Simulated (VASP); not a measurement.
# NaCl in VASP: a series of runs

NaCl is run at these levels: PBE; tasks: electric field gradients.

Program: VASP 6.6.1. These are calculated values, not measurements. Logs are shortened: lines on timing, memory, paths and dates and some standing lists are left out, and cuts for length are marked.

### Step 1. The cell of the first run

The structure is tetragonal, space group P4/mmm (No. 123). The conventional cell has a = 2.889 Å, b = 2.889 Å, c = 2.860 Å, α = 90.00°, β = 90.00°, γ = 90.00°. Na (site symmetry 4/mmm) has 8 Cl at 2.49 Å and 6 Na at 2.86 to 2.89 Å within 3.3 Å. Within 3.3 Å of Cl (site symmetry 4/mmm) lie 8 Na at 2.49 Å and 6 Cl at 2.86 to 2.89 Å.

### Step 2. Electric field gradients, PBE (equal xx and yy strain of +1 %)

Input file INCAR:

```
SYSTEM = NaCl
ALGO = Normal
EDIFF = 1E-8
ENCUT = 520
GGA = PE
ISIF = 2
ISMEAR = -1
LASPH = .TRUE.
LCHARG = .FALSE.
LEFG = .TRUE.
LREAL = .FALSE.
LWAVE = .FALSE.
NBANDS = 14
NELM = 60
PREC = Accurate
SIGMA = 0.02
```

Input file KPOINTS:

```
k-points
0
G
  8 8 8
  0 0 0
```

Input file POSCAR:

```
NaCl
1.0
    2.8886000000      0.0000000000      0.0000000000
    0.0000000000      2.8886000000      0.0000000000
    0.0000000000      0.0000000000      2.8600000000
Na Cl
1 1
Direct
    0.0000000000      0.0000000000      0.0000000000
    0.5000000000      0.5000000000      0.5000000000
```

Potentials or basis: VASP PAW PBE potentials, release 64 (Na_pv, Cl).

Started as:

```console
$ cat potpaw_PBE.64/Na_pv/POTCAR potpaw_PBE.64/Cl/POTCAR > POTCAR
$ mpirun -np 1 vasp_std > vasp.out
```

OUTCAR:

```text
SYSTEM = NaCl
   EDIFF = 1E-8
   ENCUT = 520
   GGA = PE
   ISIF = 2
   ISMEAR = -1
   LASPH = .TRUE.
   LREAL = .FALSE.
   NELM = 60
   PREC = Accurate

 ion  position               nearest neighbor table
   1  0.000  0.000  0.000-   2 2.49   2 2.49   2 2.49   2 2.49   2 2.49   2 2.49   2 2.49   2 2.49

   2  0.500  0.500  0.500-   1 2.49   1 2.49   1 2.49   1 2.49   1 2.49   1 2.49   1 2.49   1 2.49

  LATTYP: Found a simple tetragonal cell.
 ALAT       =     2.8886000000
 C/A-ratio  =     0.9900990099

  Lattice vectors:

 A1 = (   2.8886000000,   0.0000000000,   0.0000000000)
 A2 = (   0.0000000000,   2.8886000000,   0.0000000000)
 A3 = (   0.0000000000,   0.0000000000,   2.8600000000)

Analysis of symmetry for initial positions (statically):
=====================================================================
 Subroutine PRICEL returns:
 Original cell was already a primitive cell.

 Routine SETGRP: Setting up the symmetry group for a
 simple tetragonal supercell.

 Subroutine GETGRP returns: Found 16 space group operations
 (whereof 16 operations were pure point group operations)
 out of a pool of 16 trial point group operations.

The static configuration has the point symmetry D_4h.

Analysis of symmetry for dynamics (positions and initial velocities):
=====================================================================
 Subroutine PRICEL returns:
 Original cell was already a primitive cell.

 Routine SETGRP: Setting up the symmetry group for a
 simple tetragonal supercell.

 Subroutine GETGRP returns: Found 16 space group operations
 (whereof 16 operations were pure point group operations)
 out of a pool of 16 trial point group operations.

The dynamic configuration has the point symmetry D_4h.

 Subroutine INISYM returns: Found 16 space group operations
 (whereof 16 operations are pure point group operations),
 and found     1 'primitive' translations

----------------------------------------------------------------------------------------

                                     Primitive cell

  volume of cell :      23.8639

  direct lattice vectors                    reciprocal lattice vectors
     2.888600000  0.000000000  0.000000000     0.346188465  0.000000000  0.000000000
     0.000000000  2.888600000  0.000000000     0.000000000  0.346188465  0.000000000
[... 132 lines left out ...]

 E-fermi :   7.0160     XC(G=0): -11.2644

 val. band max:        6.5972429947   @ k =   0.5000   0.5000   0.0000
 cond. band min:      11.0012048871   @ k =   0.5000   0.5000   0.0000
 fundamental gap:      4.4039618924
 Fermi energy:         7.0159543684

 k-point     1 :       0.0000    0.0000    0.0000
  band No.  band energies     occupation
      1     -16.1173      2.00000
      2     -16.1173      2.00000
      3     -16.1106      2.00000
      4     -10.2838      2.00000
      5       5.2349      2.00000
      6       5.2349      2.00000
      7       5.4096      2.00000
      8      13.2471      0.00000
      9      13.3403      0.00000
     10      13.8135      0.00000
     11      24.1474      0.00000
     12      24.3685      0.00000
     13      24.3685      0.00000
     14      28.7150      0.00000
[... 377 lines left out ...]
      1     -16.4680      2.00000
      2     -16.1241      2.00000
      3     -16.1113      2.00000
      4      -8.5376      2.00000
      5       0.1676      2.00000
      6       4.8942      2.00000
      7       5.0755      2.00000
      8      16.4025      0.00000
      9      16.7061      0.00000
     10      17.1187      0.00000
     11      17.5001      0.00000
     12      22.3887      0.00000
     13      23.1921      0.00000
     14      24.1749      0.00000

 [... further k-points ...]
[... 5 lines left out ...]
  --------------------------------------------------------------------------------------
  -------------------------------------------------------------------------------------
  Total        8.8446740      8.8446740      9.2170578      0.0000000     -0.0000000      0.0000000
  in kB      593.8155484    593.8155484    618.8167328      0.0000000     -0.0000000      0.0000000
  external PRESSURE =     602.1492766 kB  Pullay stress =       0.0000000 kB

 VOLUME and BASIS-vectors are now :
 -----------------------------------------------------------------------------
  energy-cutoff  :      520.00
  volume of cell :       23.86
      direct lattice vectors                 reciprocal lattice vectors
     2.888600000  0.000000000  0.000000000     0.346188465  0.000000000  0.000000000
     0.000000000  2.888600000  0.000000000     0.000000000  0.346188465  0.000000000
     0.000000000  0.000000000  2.860000000     0.000000000  0.000000000  0.349650350

 POSITION                                       TOTAL-FORCE (eV/Angst)
 -----------------------------------------------------------------------------------
      0.00000      0.00000      0.00000         0.000000      0.000000      0.000000
      1.44430      1.44430      1.43000         0.000000      0.000000      0.000000
 -----------------------------------------------------------------------------------
    total drift:                                0.000000     -0.000000     -0.000000

  FREE ENERGIE OF THE ION-ELECTRON SYSTEM (eV)
  ---------------------------------------------------
  free  energy   TOTEN  =        -4.3825206845 eV

  energy  without entropy=       -4.3825206845  energy(sigma->0) =       -4.38252068

 Electric field gradients (V/A^2)
---------------------------------------------------------------------
 ion       V_xx      V_yy      V_zz      V_xy      V_xz      V_yz
---------------------------------------------------------------------
   1      -0.330    -0.330     0.660    -0.000    -0.000    -0.000
   2       2.739     2.739    -5.478     0.000    -0.000     0.000
---------------------------------------------------------------------

 Electric field gradients after diagonalization (V/A^2)
 (convention: |V_zz| > |V_xx| > |V_yy|)
----------------------------------------------------------------------
 ion       V_xx      V_yy      V_zz     asymmetry (V_yy - V_xx)/ V_zz
----------------------------------------------------------------------
   1      -0.330    -0.330     0.660       0.000
   2       2.739     2.739    -5.478       0.000
----------------------------------------------------------------------

           NMR quadrupolar parameters

 Cq : quadrupolar parameter    Cq=e*Q*V_zz/h
 eta: asymmetry parameters     (V_yy - V_xx)/ V_zz
 Q  : nuclear electric quadrupole moment in mb (millibarn)
----------------------------------------------------------------------
 ion       Cq(MHz)       eta       Q (mb)
----------------------------------------------------------------------
   1       0.002       0.000       1.000
   2      -0.013       0.000       1.000
----------------------------------------------------------------------
```

Wall time 11 s (1 thread of Intel Xeon Platinum 8488C (Sapphire Rapids), shared host); peak memory 0.14 GiB.

What came out:

```yaml
Free_energy: -4.3825 eV
Pressure: 60.2 GPa
Band_gap_on_the_k_mesh: 4.40 eV, direct
```

Stress tensor (GPa, compression positive):
```
59.38  0.00  0.00
 0.00 59.38  0.00
 0.00  0.00 61.88
```

Levels at points of the mesh, in eV from the valence-band top:
| k point | band 5 | band 6 | band 7 | band 8 | band 9 | band 10 |
| --- | --- | --- | --- | --- | --- | --- |
| (0.00, 0.00, 0.00) | -1.36 | -1.36 | -1.19 | 6.65 | 6.74 | 7.22 |
| (0.50, 0.00, 0.00) | -6.79 | -0.91 | -0.73 | 9.09 | 9.33 | 12.59 |
| (0.50, 0.50, 0.00) | -5.30 | -5.30 | 0.00 | 4.40 | 10.73 | 12.90 |
| (0.00, 0.00, 0.50) | -6.81 | -0.87 | -0.87 | 9.11 | 9.29 | 12.59 |
| (0.50, 0.00, 0.50) | -5.33 | -5.24 | -0.12 | 4.42 | 10.61 | 12.65 |
| (0.50, 0.50, 0.50) | -4.77 | -4.69 | -4.69 | 6.30 | 6.30 | 6.35 |

Electric field gradients, principal values (V/Å²):
| atom | least | middle | greatest (by size) |
| --- | --- | --- | --- |
| 1 Na | -0.330 | -0.330 | 0.660 |
| 2 Cl | 2.739 | 2.739 | -5.478 |

Caveat: the cell differs from its parent crystal (equal xx and yy strain of +1 %); without QUAD_EFG the Cq values of the log hold for a quadrupole moment of 1 mb, not for the nuclei.

### Step 3. Electric field gradients, PBE

This run uses another cell than the first one, of 11.70 Å³/atom, 0.980 times its volume.

Input file INCAR:

```
PREC = Accurate
ENCUT = 520
EDIFF = 1E-8
ISMEAR = -1
SIGMA = 0.02
LREAL = F
LASPH = T
NELM = 60
ALGO = Normal
ISIF = 2
LWAVE = F
LCHARG = F
GGA = PE
LEFG = T
NBANDS = 14
```

Input file KPOINTS:

```
regular mesh
0
Gamma
  8 8 8
```

Input file POSCAR:

```
NaCl
1.0
    2.8600000000      0.0000000000      0.0000000000
    0.0000000000      2.8600000000      0.0000000000
    0.0000000000      0.0000000000      2.8600000000
Na Cl
1 1
Direct
    0.0000000000      0.0000000000      0.0000000000
    0.5000000000      0.5000000000      0.5000000000
```

Potentials or basis: VASP PAW PBE potentials, release 64 (Na_pv, Cl).

Started as:

```console
$ cat potpaw_PBE.64/Na_pv/POTCAR potpaw_PBE.64/Cl/POTCAR > POTCAR
$ mpirun -np 1 vasp_std > vasp.out
```

OUTCAR:

```text
PREC = Accurate
   ENCUT = 520
   EDIFF = 1E-8
   ISMEAR = -1
   LREAL = F
   LASPH = T
   NELM = 60
   ISIF = 2
   GGA = PE

 ion  position               nearest neighbor table
   1  0.000  0.000  0.000-   2 2.48   2 2.48   2 2.48   2 2.48   2 2.48   2 2.48   2 2.48   2 2.48

   2  0.500  0.500  0.500-   1 2.48   1 2.48   1 2.48   1 2.48   1 2.48   1 2.48   1 2.48   1 2.48

  LATTYP: Found a simple cubic cell.
 ALAT       =     2.8600000000

  Lattice vectors:

 A1 = (   2.8600000000,   0.0000000000,   0.0000000000)
 A2 = (   0.0000000000,   2.8600000000,   0.0000000000)
 A3 = (   0.0000000000,   0.0000000000,   2.8600000000)

Analysis of symmetry for initial positions (statically):
=====================================================================
 Subroutine PRICEL returns:
 Original cell was already a primitive cell.

 Routine SETGRP: Setting up the symmetry group for a
 simple cubic supercell.

 Subroutine GETGRP returns: Found 48 space group operations
 (whereof 48 operations were pure point group operations)
 out of a pool of 48 trial point group operations.

The static configuration has the point symmetry O_h .

Analysis of symmetry for dynamics (positions and initial velocities):
=====================================================================
 Subroutine PRICEL returns:
 Original cell was already a primitive cell.

 Routine SETGRP: Setting up the symmetry group for a
 simple cubic supercell.

 Subroutine GETGRP returns: Found 48 space group operations
 (whereof 48 operations were pure point group operations)
 out of a pool of 48 trial point group operations.

The dynamic configuration has the point symmetry O_h .

 Subroutine INISYM returns: Found 48 space group operations
[... 551 lines left out ...]
      7       5.7734      2.00000
      8      12.1701      0.00000
      9      17.4902      0.00000
     10      17.9950      0.00000
     11      18.9193      0.00000
     12      24.0940      0.00000
     13      24.5891      0.00000
     14      28.4841      0.00000

 [... further k-points ...]

------------------------ aborting loop because EDIFF is reached ----------------------------------------

  FORCE on cell =-STRESS in cart. coord.  units (eV):
  Direction    XX          YY          ZZ          XY          YZ          ZX
  --------------------------------------------------------------------------------------
  -------------------------------------------------------------------------------------
  Total        9.5124597      9.5124597      9.5124597      0.0000000     -0.0000000      0.0000000
  in kB      651.4863414    651.4863414    651.4863414      0.0000000     -0.0000000      0.0000000
  external PRESSURE =     651.4863414 kB  Pullay stress =       0.0000000 kB

 VOLUME and BASIS-vectors are now :
 -----------------------------------------------------------------------------
  energy-cutoff  :      520.00
  volume of cell :       23.39
      direct lattice vectors                 reciprocal lattice vectors
     2.860000000  0.000000000  0.000000000     0.349650350  0.000000000  0.000000000
     0.000000000  2.860000000  0.000000000     0.000000000  0.349650350  0.000000000
     0.000000000  0.000000000  2.860000000     0.000000000  0.000000000  0.349650350

 POSITION                                       TOTAL-FORCE (eV/Angst)
 -----------------------------------------------------------------------------------
      0.00000      0.00000      0.00000         0.000000      0.000000      0.000000
      1.43000      1.43000      1.43000         0.000000      0.000000      0.000000
 -----------------------------------------------------------------------------------
    total drift:                                0.000000     -0.000000     -0.000000

  FREE ENERGIE OF THE ION-ELECTRON SYSTEM (eV)
  ---------------------------------------------------
  free  energy   TOTEN  =        -4.1996236506 eV

  energy  without entropy=       -4.1996236506  energy(sigma->0) =       -4.19962365

 Electric field gradients (V/A^2)
---------------------------------------------------------------------
 ion       V_xx      V_yy      V_zz      V_xy      V_xz      V_yz
---------------------------------------------------------------------
   1       0.000     0.000    -0.000     0.000     0.000     0.000
   2      -0.000     0.000    -0.000     0.000    -0.000     0.000
---------------------------------------------------------------------

 Electric field gradients after diagonalization (V/A^2)
 (convention: |V_zz| > |V_xx| > |V_yy|)
----------------------------------------------------------------------
 ion       V_xx      V_yy      V_zz     asymmetry (V_yy - V_xx)/ V_zz
----------------------------------------------------------------------
   1       0.000     0.000    -0.000       0.600
   2      -0.000     0.000    -0.000      -1.210
----------------------------------------------------------------------

           NMR quadrupolar parameters

 Cq : quadrupolar parameter    Cq=e*Q*V_zz/h
 eta: asymmetry parameters     (V_yy - V_xx)/ V_zz
 Q  : nuclear electric quadrupole moment in mb (millibarn)
----------------------------------------------------------------------
 ion       Cq(MHz)       eta       Q (mb)
----------------------------------------------------------------------
   1      -0.000       0.600       1.000
   2      -0.000      -1.210       1.000
----------------------------------------------------------------------
```

Run time: 23 s. Hardware: 1 thread of AMD EPYC 7R43 (Zen 3), shared host; peak memory 0.1 GiB.

Results:

```yaml
Free_energy: -4.1996 eV
Pressure: 65.1 GPa
Band_gap_on_the_k_mesh: 4.42 eV, direct
```

Caveat: without QUAD_EFG the Cq values of the log hold for a quadrupole moment of 1 mb, not for the nuclei.
